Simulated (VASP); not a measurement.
O: single point with PBEsol

O:

```
O
1.0
     1.75159    0.00000    0.00000
     0.00000    1.75159    0.00000
     0.00000    0.00000    3.01179
O
1
Direct
  0.00000 0.00000 0.00000
```

```
Program             : VASP 6.6.1
Task                : single point
Functional          : PBEsol
Potentials or basis : VASP PAW PBE potentials, release 64 (O)
Cutoff              : 520 eV
k mesh              : 16 × 16 × 9
Occupations         : fermi-dirac, width 0.1 eV
Spin                : no spin polarisation
```

* Pressure: 6.1 GPa
* Band gap on the k mesh: zero (band 3 reaches 5.02 eV, above the bottom of band 4 at -0.41 eV)

Stress tensor (GPa, compression positive):
```
8.21 0.00 0.00
0.00 8.21 0.00
0.00 0.00 1.75
```

Levels at points of the mesh, in eV from the Fermi level:
| k point | band 1 | band 2 | band 3 | band 4 | band 5 | band 6 |
| --- | --- | --- | --- | --- | --- | --- |
| (0.00, 0.00, 0.00) | -23.37 | -4.88 | 3.95 | 3.95 | 8.29 | 28.52 |
| (0.50, 0.00, 0.00) | -17.28 | -9.79 | -1.21 | 5.51 | 19.25 | 19.63 |
| (0.50, 0.50, 0.00) | -11.67 | -5.91 | -5.91 | 1.46 | 16.73 | 30.68 |

It took 7.5 s on 1 thread of AMD EPYC 9R14 (Zen 4), with other jobs on the host, peak memory 0.09 GiB.

Caveat: the PAW data sets were made with another functional, which shifts forces and pressure a little.
